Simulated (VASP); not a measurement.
A run of VASP 6.6.1 is set up as follows.

Contents of INCAR:

```
  PREC = Accurate
  ENCUT = 520
  EDIFF = 1E-7
  ISMEAR = 0
  SIGMA = 0.1
  LREAL = False
  LASPH = True
  NELM = 100
  ALGO = Normal
  ISIF = 2
  LWAVE = False
  LCHARG = False
  GGA = PE
  NBANDS = 20
```

The input KPOINTS:

```
regular mesh
0
Gamma
  6 6 4
```

POSCAR

```
Si2P3
1.0
    4.2519548100      0.0000000000      0.0000000000
   -2.1259774100      3.6823008900      0.0000000000
    0.0000000000      0.0000000000      5.2738873800
Si P
2 3
Direct
    0.0000000000      0.0000000000      0.0000000000
    0.3333333300      0.6666666700      0.5000000000
    0.6666666700      0.3333333300      0.2422697800
    0.6666666700      0.3333333300      0.7577302200
    0.0000000000      0.0000000000      0.5000000000
```

Potentials or basis: VASP PAW PBE potentials, release 64 (Si, P).

Command:

```sh
$ cat potpaw_PBE.64/Si/POTCAR potpaw_PBE.64/P/POTCAR > POTCAR
$ mpirun -np 1 vasp_std > vasp.out
```

Problem. Estimate the largest force.

Solution. 0.663 eV/Å.

Problem. Predict the band gap on the k mesh.

Solution. Zero (an odd number of electrons rules out a gap without spin polarisation).

Stress tensor (GPa, compression positive):
```
 1.33  0.00  0.00
 0.00  1.33  0.00
 0.00  0.00 -5.57
```
